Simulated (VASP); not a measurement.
# Si8NO14 (a cell with a defect) in VASP: a series of runs, part 2 of 2

VASP 6.6.1.

## (3) Single point, PBE

INCAR reads:

```
ALGO     = Normal         # electronic algorithm
EDIFF    = 1E-7           # SCF threshold, eV
ENCUT    = 520            # plane-wave cutoff, eV
GGA      = PE             # functional
ISIF     = 2              # what is computed and relaxed
ISMEAR   = 0              # smearing method
LASPH    = T              # aspherical terms in the spheres
LCHARG   = T              # write CHGCAR
LELF     = T              # ELF
LREAL    = Auto         
LVHAR    = T            
LWAVE    = F              # write WAVECAR
NBANDS   = 78             # bands
NELECT   = 122.0        
NELM     = 100            # most SCF steps
PREC     = Accurate       # precision mode
SIGMA    = 0.05           # smearing width, eV
```

KPOINTS reads:

```
k-points
0
Gamma
  2 2 2
```

POSCAR reads:

```
Si8NO14
1.0
   -4.1667000000     -4.1667000000      0.0000000000
    4.1667000000     -4.1667000000      0.0000000000
    0.0000000000      0.0000000000      5.3290000000
Si O N
8 14 1
Direct
    0.4996605227      0.4988154895     -0.0023434040
   -0.0003395973      0.4749480404      0.2503036217
    0.4996604027      0.4988156095      0.5029523363
   -0.0003394773      0.5041902465      0.7503041847
   -0.0003400773      0.0084227326     -0.0133141302
    0.4996599227     -0.0023325413      0.2503038093
   -0.0003404373      0.0084106127      0.5139166823
    0.4996599227     -0.0002371181      0.7503038093
    0.1982782538      0.5025502196     -0.0076791143
    0.8010421917      0.5025498596     -0.0076793019
    0.1982784938      0.5025492596      0.5082872959
   -0.0003395973      0.2011680707      0.7502972415
    0.8010421917      0.5025488996      0.5082874836
   -0.0003398373      0.8058861929      0.7503056859
    0.6900788394      0.0021651427     -0.0085087258
    0.4996605227      0.6928760170      0.2503038093
    0.3092416061      0.0021650227     -0.0085087258
    0.4996602827      0.3039075287      0.2503045600
    0.6900785994      0.0021620227      0.5091165322
    0.4996602827      0.6935691314      0.7503045600
    0.3092418461      0.0021619027      0.5091163445
    0.4996600427      0.3054039168      0.7503041847
   -0.0003394773     -0.1055527156      0.2503002439
```

Potentials or basis: VASP PAW PBE potentials, release 64 (Si, O, N).

Command:

```sh
$ cat potpaw_PBE.64/Si/POTCAR potpaw_PBE.64/O/POTCAR potpaw_PBE.64/N/POTCAR > POTCAR
$ mpirun -np 1 vasp_std > vasp.out
```

OUTCAR:

```text
EDIFF = 1E-7
   ENCUT = 520
   GGA = PE
   ISIF = 2
   ISMEAR = 0
   LASPH = T
   LREAL = Auto
   NELECT = 122.0
   NELM = 100
   PREC = Accurate

 ion  position               nearest neighbor table
   1  0.500  0.499  0.998-  22 1.74  20 1.75  16 1.77  18 1.77  10 1.78   9 1.78   3 2.64   3 2.69

   2  1.000  0.475  0.250-   9 1.81  10 1.81  11 1.81  13 1.81   4 2.67   4 2.67   5 3.09   7 3.09

   3  0.500  0.499  0.503-  22 1.74  20 1.75  16 1.77  18 1.77  13 1.78  11 1.78   1 2.64   1 2.69
[... 11 lines left out ...]
   9  0.198  0.503  0.992-   4 1.74   1 1.78   2 1.81
  10  0.801  0.503  0.992-   4 1.74   1 1.78   2 1.81
  11  0.198  0.503  0.508-   4 1.74   3 1.78   2 1.81
[... 848 lines left out ...]
  in kB      297.1909357    297.1909357    435.3460181     33.1265261     -0.0120659      0.0120660
  external PRESSURE =     343.2426298 kB  Pullay stress =       0.0000000 kB

 VOLUME and BASIS-vectors are now :
 -----------------------------------------------------------------------------
  energy-cutoff  :      520.00
  volume of cell :      185.04
      direct lattice vectors                 reciprocal lattice vectors
    -4.166700000 -4.166700000  0.000000000    -0.119999040 -0.119999040  0.000000000
     4.166700000 -4.166700000  0.000000000     0.119999040 -0.119999040  0.000000000
     0.000000000  0.000000000  5.329000000     0.000000000  0.000000000  0.187652468

 POSITION                                       TOTAL-FORCE (eV/Angst)
 -----------------------------------------------------------------------------------
     -0.00352     -4.16035      5.31651         0.124048     -0.124048      0.132126
     -2.18632     -6.14425      1.33387        -0.953388      0.953388     -0.000658
     -0.00352     -4.16035      2.68023         0.124150     -0.124150     -0.132749
     -2.06448     -6.26610      3.99837         0.532069     -0.532069     -0.000538
     -4.13019     -4.20038      5.25805         0.616925     -0.616925      0.813349
      2.07505     -6.23891      1.33387         0.012015     -0.012015     -0.000925
[... 15 lines left out ...]
     -0.80941     -3.35446      3.99837         0.207728     -0.207728      0.000488
     -0.43839     -7.89218      1.33385        -5.134577      5.134577     -0.001023
 -----------------------------------------------------------------------------------
    total drift:                               -0.002847     -0.030797      0.009613

  FREE ENERGIE OF THE ION-ELECTRON SYSTEM (eV)
  ---------------------------------------------------
  free  energy   TOTEN  =      -160.4966013683 eV

  energy  without entropy=     -160.4966013683  energy(sigma->0) =     -160.49660137
```

OSZICAR:

```text
N       E                     dE             d eps       ncg     rms          rms(c)
DAV:   1     0.685844900221E+03    0.68584E+03   -0.68467E+04  1248   0.152E+03
DAV:   2    -0.141963369649E+03   -0.82781E+03   -0.80969E+03  1472   0.342E+02
DAV:   3    -0.181700660055E+03   -0.39737E+02   -0.39534E+02  1536   0.769E+01
DAV:   4    -0.182106774012E+03   -0.40611E+00   -0.40524E+00  1528   0.858E+00
DAV:   5    -0.182111533691E+03   -0.47597E-02   -0.47569E-02  1504   0.882E-01    0.366E+01
DAV:   6    -0.160401690466E+03    0.21710E+02   -0.78423E+01  1408   0.326E+01    0.166E+01
DAV:   7    -0.160497784898E+03   -0.96094E-01   -0.46966E+00  1520   0.756E+00    0.650E+00
DAV:   8    -0.160483479798E+03    0.14305E-01   -0.37372E-01  1440   0.203E+00    0.276E+00
DAV:   9    -0.160492057781E+03   -0.85780E-02   -0.67544E-02  1488   0.124E+00    0.604E-01
DAV:  10    -0.160496092613E+03   -0.40348E-02   -0.13270E-02  1472   0.440E-01    0.371E-01
DAV:  11    -0.160496594323E+03   -0.50171E-03   -0.27871E-03  1424   0.200E-01    0.644E-02
DAV:  12    -0.160496593757E+03    0.56569E-06   -0.33759E-04  1424   0.726E-02    0.241E-02
DAV:  13    -0.160496601853E+03   -0.80959E-05   -0.56983E-05  1480   0.298E-02    0.116E-02
DAV:  14    -0.160496600957E+03    0.89566E-06   -0.48359E-06  1552   0.113E-02    0.427E-03
DAV:  15    -0.160496601369E+03   -0.41142E-06   -0.13033E-06  1464   0.485E-03    0.131E-03
DAV:  16    -0.160496601368E+03    0.46020E-09   -0.10521E-07   968   0.155E-03
   1 F= -.16049660E+03 E0= -.16049660E+03  d E =-.119522E-10
```

It took 2.2 min on 1 thread of Intel Xeon Platinum 8488C (Sapphire Rapids), shared host; peak memory 0.31 GiB.

What came out:

```
Free energy   : -160.4966 eV
Largest force : 7.261 eV/Å
```

Forces on the atoms (eV/Å):
```
Si   0.124 -0.124  0.132
Si  -0.953  0.953 -0.001
Si   0.124 -0.124 -0.133
Si   0.532 -0.532 -0.001
Si   0.617 -0.617  0.813
Si   0.012 -0.012 -0.001
Si   0.618 -0.618 -0.811
Si   0.130 -0.130  0.002
O    0.364 -0.218  0.258
O    0.218 -0.364  0.258
O    0.364 -0.219 -0.258
O    0.238 -0.238  0.000
O    0.219 -0.364 -0.258
O    0.481 -0.481  0.000
O    0.306 -0.357  0.203
O    0.132 -0.132  0.000
O    0.357 -0.306  0.203
O    0.176 -0.176  0.001
O    0.306 -0.355 -0.204
O    0.207 -0.207  0.000
O    0.355 -0.306 -0.204
O    0.208 -0.208  0.000
N   -5.135  5.135 -0.001
```

Caveat: the k points lie up to 0.59 Å⁻¹ apart; the cell carries a net charge on a neutralising background, which shifts energy and pressure; the cell is charged against a uniform background, so pressure and absolute levels hang on convention.
